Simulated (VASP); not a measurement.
Set up this calculation in VASP 6.6.1, as the native input.

```
Task                   : single point
Functional             : revPBE
Potentials or basis    : VASP PAW PBE potentials, release 64 (Be, Te)
Cutoff                 : 600 eV
k mesh                 : 8 × 8 × 8
Occupations            : gaussian, width 0.05 eV
Spin                   : no spin polarisation
Dipole correction      : no
Further INCAR settings : ALGO = Normal; EDIFF = 1e-06; NBANDS = 11
```

The structure of BeTe lies in POSCAR:

```
BeTe
1.0
    0.0000000000      2.8332656410      2.8332656410
    2.8332656410      0.0000000000      2.8332656410
    2.8332656410      2.8332656410      0.0000000000
Be Te
1 1
Direct
    0.0000000000      0.0000000000      0.0000000000
    0.7500000000      0.7500000000      0.7500000000
```

This cell differs from its parent crystal: volume scaled by 0.98.

The input as run:

INCAR

```
ALGO = Normal
EDIFF = 1E-6
ENCUT = 600
GGA = RE
GGA_COMPAT = False
ISIF = 2
ISMEAR = 0
LASPH = True
LCHARG = True
LELF = True
LREAL = False
LVHAR = True
LWAVE = False
NBANDS = 11
NELM = 120
PREC = Accurate
SIGMA = 0.05
```

KPOINTS

```
k-points
0
Gamma
  8 8 8
```

Potentials or basis: VASP PAW PBE potentials, release 64 (Be, Te).

Launch:

```bash
$ cat potpaw_PBE.64/Be/POTCAR potpaw_PBE.64/Te/POTCAR > POTCAR
$ mpirun -np 1 vasp_std > vasp.out
```

It gave:

```yaml
Pressure: 1.2 GPa
Band_gap_on_the_k_mesh: 2.09 eV, indirect (least direct gap 3.65 eV)
```

Caveat: the PAW data sets were made with another functional, which shifts forces and pressure a little; spin-orbit coupling is left out, which moves the levels of the heavy elements.

Wall time 19 s on 1 thread of Intel Xeon 8259CL (shared host), peak memory 0.18 GiB.
